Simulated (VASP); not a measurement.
Wanted: the native input for a VASP 6.6.1 run.

```
Task                   : single point
Functional             : r2SCAN
Potentials or basis    : VASP PAW PBE potentials, release 64 (Si, W_sv)
Cutoff                 : 520 eV
k mesh                 : 12 × 12 × 6
Occupations            : gaussian, width 0.1 eV
Spin                   : no spin polarisation
Dipole correction      : no
Further INCAR settings : ALGO = Normal; EDIFF = 1e-07; NBANDS = 31
```

Si2W:

```
CELL_PARAMETERS angstrom
3.30763 0.00000 0.00000
0.00000 3.18721 0.00000
0.00000 0.00000 7.74608
ATOMIC_POSITIONS crystal
Si 0.00000 0.00000 0.33496
Si 0.50000 0.50000 0.16504
Si 0.50000 0.50000 0.83496
Si 0.00000 0.00000 0.66504
W 0.00000 0.00000 0.00000
W 0.50000 0.50000 0.50000
```

This cell differs from its parent crystal: uniaxial strain along a: +3.0 %.

The input as run:

POSCAR

```
Si2W
1.0
    3.3076318956      0.0000000000      0.0000000000
    0.0000000000      3.1872084042      0.0000000000
    0.0000000000      0.0000000000      7.7460815752
Si W
4 2
Direct
    0.0000000000      0.0000000000      0.3349602810
    0.5000000000      0.5000000000      0.1650397190
    0.5000000000      0.5000000000      0.8349602810
    0.0000000000      0.0000000000      0.6650397190
    0.0000000000      0.0000000000      0.0000000000
    0.5000000000      0.5000000000      0.5000000000
```

INCAR.step1

```
  ALGO = Normal
  EDIFF = 1E-4
  ENCUT = 520
  GGA = PE
  ISMEAR = 0
  LASPH = True
  LCHARG = False
  LREAL = False
  LWAVE = True
  NBANDS = 31
  NELM = 80
  PREC = Accurate
  SIGMA = 0.1
```

INCAR.step2

```
  ALGO = Normal
  EDIFF = 1E-7
  ENCUT = 520
  ISIF = 2
  ISMEAR = 0
  ISTART = 1
  LASPH = True
  LCHARG = False
  LMIXTAU = True
  LREAL = False
  LWAVE = False
  METAGGA = R2SCAN
  NBANDS = 31
  NELM = 80
  PREC = Accurate
  SIGMA = 0.1
```

KPOINTS

```
k-points
0
Gamma
  12 12 6
```

Potentials or basis: VASP PAW PBE potentials, release 64 (Si, W_sv).

The run is started by

```console
$ cat potpaw_PBE.64/Si/POTCAR potpaw_PBE.64/W_sv/POTCAR > POTCAR
$ cp INCAR.step1 INCAR
$ mpirun -np 1 vasp_std > vasp.out
$ cp INCAR.step2 INCAR
$ mpirun -np 1 vasp_std > vasp.out
```

It gave:

```
Pressure               : -2.5 GPa
Largest force          : 0.008 eV/Å
Band gap on the k mesh : zero (bands 22 and 23 overlap by 0.99 eV)
```

Caveat: the cell differs from its parent crystal (uniaxial strain along a: +3.0 %); the stress differs along the axes, from -11 to 2 GPa; the PAW data sets were made with another functional, which shifts forces and pressure a little; spin-orbit coupling is left out, which moves the levels of the heavy elements.

It took 11 min on 1 thread of Intel(R) Xeon(R) 6975P-C (Granite Rapids) (shared host), peak memory 0.49 GiB.
